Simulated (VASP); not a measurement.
# Fe (Im-3m) in VASP: single point with PBE+U

Aim: the single point of Fe with PBE+U.

All numbers are computed with VASP 6.6.1; they aren't measurements. Logs are shortened: lines on timing, memory, paths and dates and some standing lists are left out, and cuts for length are marked.

### 1 The cell of the first run

The structure is cubic, space group Im-3m (No. 229). The conventional cell has a = 2.910 Å, b = 2.910 Å, c = 2.910 Å, α = 90.00°, β = 90.00°, γ = 90.00°. Within 3.3 Å of Fe (site symmetry m-3m) lie 14 Fe at 2.52 to 2.91 Å.

### 2 Single point, PBE+U, collinear spin, ferromagnetic start

File INCAR:

```
SYSTEM = Fe
PREC     = Accurate       ! precision mode
ENCUT    = 690            ! plane-wave cutoff, eV
EDIFF    = 1E-6           ! SCF threshold, eV
ISMEAR   = -1             ! smearing method
SIGMA    = 0.1            ! smearing width, eV
LREAL    = .FALSE.        ! projectors in reciprocal space
LASPH    = .TRUE.         ! aspherical terms in the spheres
NELM     = 200            ! most SCF steps
ALGO     = Normal         ! electronic algorithm
ISIF     = 2              ! what is computed and relaxed
LWAVE    = .FALSE.        ! write WAVECAR
LCHARG   = .TRUE.         ! write CHGCAR
ISPIN    = 2              ! spin polarisation
MAGMOM   = 3.19 3.19      ! initial moments
LORBIT   = 11             ! projections on sites
LMAXMIX  = 4              ! l up to which the mixer works
LDAU     = .TRUE.         ! DFT+U
LDAUTYPE = 2            
LDAUL    = 2              ! shell
LDAUU    = 3.3            ! U, eV
LDAUJ    = 0            
LDAUPRINT= 1            
GGA      = PE             ! functional
LELF     = .TRUE.         ! ELF
LVHAR    = .TRUE.       
NBANDS   = 27             ! bands
GGA_COMPAT= .FALSE.
```

File KPOINTS:

```
Automatic mesh
0
G
  12 6 12
  0 0 0
```

File POSCAR:

```
Fe
1.0
   -1.4550000000      1.4550000000      1.4550000000
    2.9100000000     -2.9100000000      2.9100000000
    1.4550000000      1.4550000000     -1.4550000000
Fe
2
Direct
    0.0000000000      0.0000000000      0.0000000000
    0.0000000000      0.5000000000      0.0000000000
```

Potentials or basis: VASP PAW PBE potentials, release 64 (Fe_sv).

Launch:

```bash
$ cat potpaw_PBE.64/Fe_sv/POTCAR > POTCAR
$ mpirun -np 1 vasp_std > vasp.out
```

OUTCAR:

```text
SYSTEM = Fe
   PREC = Accurate
   ENCUT = 690
   EDIFF = 1E-6
   ISMEAR = -1
   LREAL = .FALSE.
   LASPH = .TRUE.
   NELM = 200
   ISIF = 2
   ISPIN = 2
   LORBIT = 11
   GGA = PE

 ion  position               nearest neighbor table
   1  0.000  0.000  0.000-   2 2.52   2 2.52   2 2.52   2 2.52
   2  0.000  0.500  0.000-   1 2.52   1 2.52   1 2.52   1 2.52

  LATTYP: Found a base centered orthorhombic cell.
 ALAT       =     2.9100000000
 B/A-ratio  =     1.4142135624
 C/A-ratio  =     1.4142135624

  Lattice vectors:

 A1 = (   1.4550000000,   1.4550000000,  -1.4550000000)
 A2 = (  -1.4550000000,   1.4550000000,   1.4550000000)
 A3 = (   2.9100000000,   0.0000000000,   2.9100000000)

Analysis of symmetry for initial positions (statically):
=====================================================================
 Subroutine PRICEL returns following result:

  LATTYP: Found a body centered cubic cell.
 ALAT       =     2.9100000000
[... 12 lines left out ...]
 Subroutine GETGRP returns: Found  8 space group operations
 (whereof  8 operations were pure point group operations)
 out of a pool of  8 trial point group operations.

The static configuration has the point symmetry D_2h.

Analysis of symmetry for dynamics (positions and initial velocities):
=====================================================================
 Subroutine PRICEL returns following result:

  LATTYP: Found a body centered cubic cell.
 ALAT       =     2.9100000000
[... 12 lines left out ...]
 Subroutine GETGRP returns: Found  8 space group operations
 (whereof  8 operations were pure point group operations)
 out of a pool of  8 trial point group operations.

The dynamic configuration has the point symmetry D_2h.

Analysis of structural, dynamic, and magnetic symmetry:
=====================================================================
 Subroutine PRICEL returns following result:

  LATTYP: Found a body centered cubic cell.
 ALAT       =     2.9100000000
[... 12 lines left out ...]
 Subroutine GETGRP returns: Found  8 space group operations
 (whereof  8 operations were pure point group operations)
 out of a pool of  8 trial point group operations.

The overall configuration has the point symmetry D_2h.

 Subroutine INISYM returns: Found  8 space group operations
 (whereof  8 operations are pure point group operations),
 and found     2 'primitive' translations

----------------------------------------------------------------------------------------

                                     Primitive cell

  volume of cell :      12.3211

  direct lattice vectors                    reciprocal lattice vectors
    -1.455000000  1.455000000  1.455000000     0.000000000  0.343642612  0.343642612
     1.455000000 -1.455000000  1.455000000     0.343642612  0.000000000  0.343642612
     1.455000000  1.455000000 -1.455000000     0.343642612  0.343642612  0.000000000

  length of vectors
     2.520133925  2.520133925  2.520133925     0.485984042  0.485984042  0.485984042

  position of ions in fractional coordinates (direct lattice)
     0.000000000  0.000000000  0.000000000

  ion indices of the primitive-cell ions
   primitive index   ion index
                 1           1

[... 122 lines left out ...]
 -0.0000 -0.0000 -0.0000  0.8475 -0.0000
 -0.0000 -0.0000  0.0000 -0.0000  0.8671

spin component  2

  0.3048  0.0000 -0.0000  0.0000  0.0000
  0.0000  0.3048  0.0000  0.0000  0.0000
 -0.0000  0.0000  0.1695 -0.0000  0.0000
  0.0000  0.0000 -0.0000  0.3048 -0.0000
  0.0000  0.0000  0.0000 -0.0000  0.1695

 occupancies and eigenvectors

  o =  0.1695  v =  0.0000  0.0000  0.0000  0.0000  0.0000  0.0000 -0.0000  0.8660 -0.0000 -0.5000      0.0000  0.0000  0.0000  0.0000  0.0000  0.0000  0.0000  0.0000  0.0000  0.0000
  o =  0.1695  v =  0.0000  0.0000  0.0000  0.0000  0.0000  0.0000 -0.0000  0.5000  0.0000  0.8660      0.0000  0.0000  0.0000  0.0000  0.0000  0.0000  0.0000  0.0000  0.0000  0.0000
  o =  0.3048  v =  0.0000  0.0000  0.0000  0.0000  0.0000  0.7071 -0.7071 -0.0000 -0.0000  0.0000      0.0000  0.0000  0.0000  0.0000  0.0000  0.0000  0.0000  0.0000  0.0000  0.0000
  o =  0.3048  v =  0.0000  0.0000  0.0000  0.0000  0.0000  0.0000  0.0000  0.0000 -1.0000  0.0000      0.0000  0.0000  0.0000  0.0000  0.0000  0.0000  0.0000  0.0000  0.0000  0.0000
  o =  0.3048  v =  0.0000  0.0000  0.0000  0.0000  0.0000  0.7071  0.7071 -0.0000  0.0000 -0.0000      0.0000  0.0000  0.0000  0.0000  0.0000  0.0000  0.0000  0.0000  0.0000  0.0000
  o =  0.8475  v =  0.0000 -0.0000 -0.0000 -1.0000 -0.0000  0.0000  0.0000  0.0000  0.0000  0.0000      0.0000  0.0000  0.0000  0.0000  0.0000  0.0000  0.0000  0.0000  0.0000  0.0000
  o =  0.8475  v =  0.7071 -0.7071  0.0000  0.0000  0.0000  0.0000  0.0000  0.0000  0.0000  0.0000      0.0000  0.0000  0.0000  0.0000  0.0000  0.0000  0.0000  0.0000  0.0000  0.0000
  o =  0.8475  v =  0.7071  0.7071 -0.0000 -0.0000 -0.0000  0.0000  0.0000  0.0000  0.0000  0.0000      0.0000  0.0000  0.0000  0.0000  0.0000  0.0000  0.0000  0.0000  0.0000  0.0000
  o =  0.8671  v =  0.0000 -0.0000 -0.8660 -0.0000  0.5000  0.0000  0.0000  0.0000  0.0000  0.0000      0.0000  0.0000  0.0000  0.0000  0.0000  0.0000  0.0000  0.0000  0.0000  0.0000
  o =  0.8671  v =  0.0000 -0.0000 -0.5000  0.0001 -0.8660  0.0000  0.0000  0.0000  0.0000  0.0000      0.0000  0.0000  0.0000  0.0000  0.0000  0.0000  0.0000  0.0000  0.0000  0.0000

atom =   2  type =  1  l = 2

 onsite density matrix

spin component  1

  0.8475  0.0000 -0.0000  0.0000 -0.0000
  0.0000  0.8475 -0.0000  0.0000 -0.0000
 -0.0000 -0.0000  0.8671 -0.0000  0.0000
  0.0000  0.0000 -0.0000  0.8475 -0.0000
 -0.0000 -0.0000  0.0000 -0.0000  0.8671

spin component  2

  0.3048  0.0000  0.0000  0.0000  0.0000
  0.0000  0.3048  0.0000 -0.0000  0.0000
  0.0000  0.0000  0.1695 -0.0000  0.0000
  0.0000 -0.0000 -0.0000  0.3048 -0.0000
  0.0000  0.0000  0.0000 -0.0000  0.1695

 occupancies and eigenvectors

  o =  0.1695  v =  0.0000  0.0000  0.0000  0.0000  0.0000 -0.0000  0.0000  0.8660 -0.0000 -0.5000      0.0000  0.0000  0.0000  0.0000  0.0000  0.0000  0.0000  0.0000  0.0000  0.0000
  o =  0.1695  v =  0.0000  0.0000  0.0000  0.0000  0.0000  0.0000  0.0000 -0.5000 -0.0000 -0.8660      0.0000  0.0000  0.0000  0.0000  0.0000  0.0000  0.0000  0.0000  0.0000  0.0000
  o =  0.3048  v =  0.0000  0.0000  0.0000  0.0000  0.0000  0.7071 -0.7071  0.0000 -0.0000  0.0000      0.0000  0.0000  0.0000  0.0000  0.0000  0.0000  0.0000  0.0000  0.0000  0.0000
  o =  0.3048  v =  0.0000  0.0000  0.0000  0.0000  0.0000  0.0000  0.0000 -0.0000  1.0000 -0.0000      0.0000  0.0000  0.0000  0.0000  0.0000  0.0000  0.0000  0.0000  0.0000  0.0000
  o =  0.3048  v =  0.0000  0.0000  0.0000  0.0000  0.0000  0.7071  0.7071  0.0000 -0.0000  0.0000      0.0000  0.0000  0.0000  0.0000  0.0000  0.0000  0.0000  0.0000  0.0000  0.0000
  o =  0.8475  v =  0.0000 -0.0000  0.0000  1.0000  0.0000  0.0000  0.0000  0.0000  0.0000  0.0000      0.0000  0.0000  0.0000  0.0000  0.0000  0.0000  0.0000  0.0000  0.0000  0.0000
  o =  0.8475  v =  0.7071 -0.7071 -0.0000 -0.0000 -0.0000  0.0000  0.0000  0.0000  0.0000  0.0000      0.0000  0.0000  0.0000  0.0000  0.0000  0.0000  0.0000  0.0000  0.0000  0.0000
  o =  0.8475  v =  0.7071  0.7071  0.0000  0.0000  0.0000  0.0000  0.0000  0.0000  0.0000  0.0000      0.0000  0.0000  0.0000  0.0000  0.0000  0.0000  0.0000  0.0000  0.0000  0.0000
  o =  0.8671  v =  0.0000  0.0000 -0.8660 -0.0000  0.5000  0.0000  0.0000  0.0000  0.0000  0.0000      0.0000  0.0000  0.0000  0.0000  0.0000  0.0000  0.0000  0.0000  0.0000  0.0000
  o =  0.8671  v =  0.0000 -0.0000  0.5000 -0.0001  0.8660  0.0000  0.0000  0.0000  0.0000  0.0000      0.0000  0.0000  0.0000  0.0000  0.0000  0.0000  0.0000  0.0000  0.0000  0.0000

 number of electron      31.9999982 magnetization       5.6572197

 Free energy of the ion-electron system (eV)
  ---------------------------------------------------
  ext. energy  EPLUGINS =         0.00000000
  ---------------------------------------------------
  free energy    TOTEN  =       -11.16426044 eV

  energy without entropy =      -11.10911924  energy(sigma->0) =      -11.13668984

 E-fermi :  11.3179     XC(G=0): -13.1993

 val. band max:       11.3066458923   @ k =   0.2500   0.0000   0.0000
 cond. band min:      11.3272199773   @ k =   0.4167   0.0000   0.2500
 fundamental gap:      0.0205740850
 Fermi energy:        11.3178568379

 spin component 1

 k-point     1 :       0.0000    0.0000    0.0000
  band No.  band energies     occupation
      1     -77.4149      1.00000
      2     -77.3599      1.00000
      3     -43.5717      1.00000
      4     -43.3701      1.00000
      5     -43.2652      1.00000
      6     -43.2652      1.00000
[... 1433 lines left out ...]
     26      33.9698      0.00000
     27      34.2974      0.00000

 [... further k-points ...]

------------------------ aborting loop because EDIFF is reached ----------------------------------------

  FORCE on cell =-STRESS in cart. coord.  units (eV):
  Direction    XX          YY          ZZ          XY          YZ          ZX
  --------------------------------------------------------------------------------------
  -------------------------------------------------------------------------------------
  Total        0.5771375      0.5771558      0.5771375      0.0000000     -0.0000000     -0.0001237
  in kB       37.5241529     37.5253422     37.5241529      0.0000000     -0.0000000     -0.0080454
  external PRESSURE =      37.5245493 kB  Pullay stress =       0.0000000 kB

 VOLUME and BASIS-vectors are now :
 -----------------------------------------------------------------------------
  energy-cutoff  :      690.00
  volume of cell :       24.64
      direct lattice vectors                 reciprocal lattice vectors
    -1.455000000  1.455000000  1.455000000     0.000000000  0.343642612  0.343642612
     2.910000000 -2.910000000  2.910000000     0.171821306  0.000000000  0.171821306
     1.455000000  1.455000000 -1.455000000     0.343642612  0.343642612  0.000000000

 POSITION                                       TOTAL-FORCE (eV/Angst)
 -----------------------------------------------------------------------------------
      0.00000      0.00000      0.00000         0.000000     -0.000000      0.000000
      1.45500     -1.45500      1.45500        -0.000000      0.000000     -0.000000
 -----------------------------------------------------------------------------------
    total drift:                                0.000000     -0.000000      0.000000

  FREE ENERGIE OF THE ION-ELECTRON SYSTEM (eV)
  ---------------------------------------------------
  free  energy   TOTEN  =       -11.1642604394 eV

  energy  without entropy=      -11.1091192404  energy(sigma->0) =      -11.13668984

 total charge

# of ion       s       p       d       tot
------------------------------------------
    1        2.179   6.030   5.503  13.712
    2        2.179   6.030   5.503  13.712
--------------------------------------------------
tot          4.358  12.061  11.006  27.425

 magnetization (x)

# of ion       s       p       d       tot
------------------------------------------
    1       -0.005  -0.020   3.016   2.991
    2       -0.005  -0.020   3.016   2.991
--------------------------------------------------
tot         -0.009  -0.040   6.032   5.983
```

Run time: 3 min. Hardware: 1 thread of Intel Xeon Platinum 8375C at 2.90GHz (Ice Lake), shared host; peak memory 0.34 GiB.

Results:

```yaml
Free_energy: -11.1643 eV
Pressure: 3.8 GPa
Net_moment: 5.66 μB per cell
Site_moments: Fe +2.99 μB
Valence_electrons_inside_the_program's_atomic_spheres: Fe 13.71
```

Eigenvalues of the final occupation matrices:
| site | spin | trace | eigenvalues |
| --- | --- | --- | --- |
| site 1 d | 1 | 4.28 | 0.85 0.85 0.85 0.87 0.87 |
| site 1 d | 2 | 1.25 | 0.17 0.17 0.30 0.30 0.30 |
| site 2 d | 1 | 4.28 | 0.85 0.85 0.85 0.87 0.87 |
| site 2 d | 2 | 1.25 | 0.17 0.17 0.30 0.30 0.30 |

Caveat: the cell stands under pressure; the U is typed as a test and isn't derived for this compound. The state reached can hang on the start; a lower one may exist.
